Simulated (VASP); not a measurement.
KCl: electric field gradients with PBEsol

The system is KCl.

```
K Cl
1.0
     3.55982    0.00000    0.00000
     0.00000    3.55982    0.00000
     0.00000    0.00000    3.55982
K Cl
1 1
Direct
  0.00000 0.00000 0.00000
  0.50000 0.50000 0.50000
```

This cell differs from its parent crystal: volume scaled by 0.94.

```
Program                : VASP 6.6.1
Task                   : electric field gradients
Functional             : PBEsol
Potentials or basis    : VASP PAW PBE potentials, release 64 (K_sv, Cl)
Cutoff                 : 520 eV
k mesh                 : 7 × 7 × 7
Occupations            : fermi-dirac, width 0.01 eV
Spin                   : no spin polarisation
Dipole correction      : no
Further INCAR settings : ALGO = Normal; EDIFF = 1e-08; NBANDS = 15
```

- Pressure: 4.7 GPa
- Band gap on the k mesh: 5.74 eV, indirect (least direct gap 5.95 eV)

Levels at points of the mesh, in eV from the valence-band top:
```csv
k point,band 6,band 7,band 8,band 9,band 10,band 11
"(0.00, 0.00, 0.00)",-0.21,-0.21,-0.21,5.74,6.13,6.13
```

Wall time 6.6 s on 1 thread of Intel(R) Xeon(R) 6975P-C (Granite Rapids) (shared host), peak memory 0.15 GiB.

Caveat: without QUAD_EFG the Cq values of the log hold for a quadrupole moment of 1 mb, not for the nuclei; the PAW data sets were made with another functional, which shifts forces and pressure a little. A k mesh can miss the band edges.
